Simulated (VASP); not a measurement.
A run of VASP 6.6.1:

The input INCAR:

```
PREC = Accurate
ENCUT = 520
EDIFF = 1E-6
ISMEAR = -1
SIGMA = 0.02
LREAL = F
LASPH = T
NELM = 80
ALGO = Normal
ISIF = 2
LWAVE = F
LCHARG = F
GGA = PE
NBANDS = 17
```

KPOINTS

```
Automatic mesh
0
Gamma
  9 9 9
```

The input POSCAR:

```
SnSe
1.0
    0.0000000000      2.9485541872      2.9485541872
    2.9485541872      0.0000000000      2.9485541872
    2.9485541872      2.9485541872      0.0000000000
Sn Se
1 1
Direct
    0.0000000000      0.0000000000      0.0000000000
    0.5000000000      0.5000000000      0.5000000000
```

Potentials or basis: VASP PAW PBE potentials, release 64 (Sn_d, Se).

Run with:

```bash
$ cat potpaw_PBE.64/Sn_d/POTCAR potpaw_PBE.64/Se/POTCAR > POTCAR
$ mpirun -np 1 vasp_std > vasp.out
```

Hardware: 1 thread of Intel(R) Xeon(R) Platinum 8375C CPU @ 2.90GHz (Ice Lake), with other jobs on the host.

Task: How long does it take, and how much memory?

Result: Wall time 16 s on 1 thread of Intel(R) Xeon(R) Platinum 8375C CPU @ 2.90GHz (Ice Lake), with other jobs on the host, peak memory 0.19 GiB. Counts: scf iterations 12, k points 35.
